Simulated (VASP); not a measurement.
# Sr (I4/mmm) in VASP: further runs, part 2 of 2

VASP 6.6.1. The steps go on from the part before.

### 3 Single point, PBEsol (strain +0.000 along x and y, -0.025 along z)

The input, INCAR:

```
SYSTEM = Sr
  PREC = Accurate
  ENCUT = 520
  EDIFF = 1E-6
  ISMEAR = 0
  SIGMA = 0.03
  LREAL = .False.
  LASPH = .True.
  NELM = 100
  ALGO = Normal
  ISIF = 2
  LWAVE = .False.
  LCHARG = .False.
  GGA = PS
  NBANDS = 11
```

The input, KPOINTS:

```
regular mesh
0
Gamma
  10 10 10
  0 0 0
```

The input, POSCAR:

```
Sr
1.0
    0.0000000000      3.0423500000      2.9662912500
    3.0423500000      0.0000000000      2.9662912500
    3.0423500000      3.0423500000      0.0000000000
Sr
1
Direct
    0.0000000000      0.0000000000      0.0000000000
```

Potentials or basis: VASP PAW PBE potentials, release 64 (Sr_sv).

Command:

```
> cat potpaw_PBE.64/Sr_sv/POTCAR > POTCAR
> mpirun -np 1 vasp_std > vasp.out
```

OUTCAR:

```text
SYSTEM = Sr
   PREC = Accurate
   ENCUT = 520
   EDIFF = 1E-6
   ISMEAR = 0
   LREAL = .False.
   LASPH = .True.
   NELM = 100
   ISIF = 2
   GGA = PS

 ion  position               nearest neighbor table
   1  0.000  0.000  0.000-

  LATTYP: Found a body centered tetragonal cell.
 ALAT       =     4.3025326315
 C/A-ratio  =     1.3788582233

  Lattice vectors:

 A1 = (   0.0000000000,  -3.0423500000,  -2.9662912500)
 A2 = (   0.0000000000,   3.0423500000,  -2.9662912500)
 A3 = (   3.0423500000,   0.0000000000,   2.9662912500)

Analysis of symmetry for initial positions (statically):
=====================================================================
 Subroutine PRICEL returns:
 Original cell was already a primitive cell.

 Routine SETGRP: Setting up the symmetry group for a
 body centered tetragonal supercell.

 Subroutine GETGRP returns: Found 16 space group operations
 (whereof 16 operations were pure point group operations)
 out of a pool of 16 trial point group operations.

The static configuration has the point symmetry D_4h.

Analysis of symmetry for dynamics (positions and initial velocities):
[... 167 lines left out ...]
      2     -16.9332      2.00000
      3     -16.9332      2.00000
      4     -16.9308      2.00000
      5      -2.1601      2.00000
      6       3.7945      0.00000
      7       3.7945      0.00000
      8       3.9256      0.00000
      9       5.2049      0.00000
     10       5.4127      0.00000
     11       8.6259      0.00000
[... 309 lines left out ...]
 k-point    24 :       0.4000    0.3000    0.0000
  band No.  band energies     occupation
      1     -35.0153      2.00000
      2     -17.0853      2.00000
      3     -16.9985      2.00000
      4     -16.9938      2.00000
      5       0.1810      2.00000
      6       2.0948      0.00000
      7       2.9259      0.00000
      8       4.9000      0.00000
      9       5.2609      0.00000
     10       6.2524      0.00000
     11       7.9283      0.00000

 [... further k-points ...]

------------------------ aborting loop because EDIFF is reached ----------------------------------------

  FORCE on cell =-STRESS in cart. coord.  units (eV):
  Direction    XX          YY          ZZ          XY          YZ          ZX
  --------------------------------------------------------------------------------------
  -------------------------------------------------------------------------------------
  Total       -0.2377341     -0.2377341     -0.2135951      0.0000000      0.0000000      0.0000000
  in kB       -6.9364940     -6.9364940     -6.2321776      0.0000000      0.0000000      0.0000000
  external PRESSURE =      -6.7017219 kB  Pullay stress =       0.0000000 kB

 VOLUME and BASIS-vectors are now :
 -----------------------------------------------------------------------------
  energy-cutoff  :      520.00
  volume of cell :       54.91
      direct lattice vectors                 reciprocal lattice vectors
     0.000000000  3.042350000  2.966291250    -0.164346640  0.164346640  0.168560656
     3.042350000  0.000000000  2.966291250     0.164346640 -0.164346640  0.168560656
     3.042350000  3.042350000  0.000000000     0.164346640  0.164346640 -0.168560656

 POSITION                                       TOTAL-FORCE (eV/Angst)
 -----------------------------------------------------------------------------------
      0.00000      0.00000      0.00000         0.000000     -0.000000      0.000000
 -----------------------------------------------------------------------------------
    total drift:                                0.000000      0.000000      0.000000

  FREE ENERGIE OF THE ION-ELECTRON SYSTEM (eV)
  ---------------------------------------------------
  free  energy   TOTEN  =        -1.8319050818 eV

  energy  without entropy=       -1.8306136787  energy(sigma->0) =       -1.83125938
```

OSZICAR:

```text
N       E                     dE             d eps       ncg     rms          rms(c)
DAV:   1     0.357031403721E+02    0.35703E+02   -0.47127E+03  2244   0.781E+02
DAV:   2    -0.164046497784E+00   -0.35867E+02   -0.35263E+02  2625   0.151E+02
DAV:   3    -0.175355289834E+01   -0.15895E+01   -0.15741E+01  3323   0.236E+01
DAV:   4    -0.183370828631E+01   -0.80155E-01   -0.79749E-01  2982   0.493E+00
DAV:   5    -0.183512554244E+01   -0.14173E-02   -0.14172E-02  3172   0.524E-01    0.115E+01
DAV:   6    -0.183312281182E+01    0.20027E-02   -0.61306E-03  2717   0.886E-01    0.645E+00
DAV:   7    -0.183191986646E+01    0.12029E-02   -0.11183E-02  3020   0.114E+00    0.254E-01
DAV:   8    -0.183188097057E+01    0.38896E-04   -0.65878E-04  3224   0.162E-01    0.524E-02
DAV:   9    -0.183190062851E+01   -0.19658E-04   -0.50254E-05  3133   0.349E-02    0.200E-02
DAV:  10    -0.183190553784E+01   -0.49093E-05   -0.41427E-06  2740   0.176E-02    0.997E-03
DAV:  11    -0.183190508180E+01    0.45604E-06   -0.32471E-07  1528   0.480E-03
   1 F= -.18319051E+01 E0= -.18312594E+01  d E =-.129140E-02
```

Run time: 18 s. Hardware: 1 thread of Intel Xeon 6975P-C (Granite Rapids), shared host; peak memory 0.2 GiB.

Results:

```yaml
Free_energy: -1.8319 eV
Pressure: -0.7 GPa
Band_gap_on_the_k_mesh: zero (bands 5 and 6 overlap by 0.04 eV)
```

Caveat: the cell differs from its parent crystal (strain +0.000 along x and y, -0.025 along z); the PAW data sets were made with another functional, which shifts forces and pressure a little.
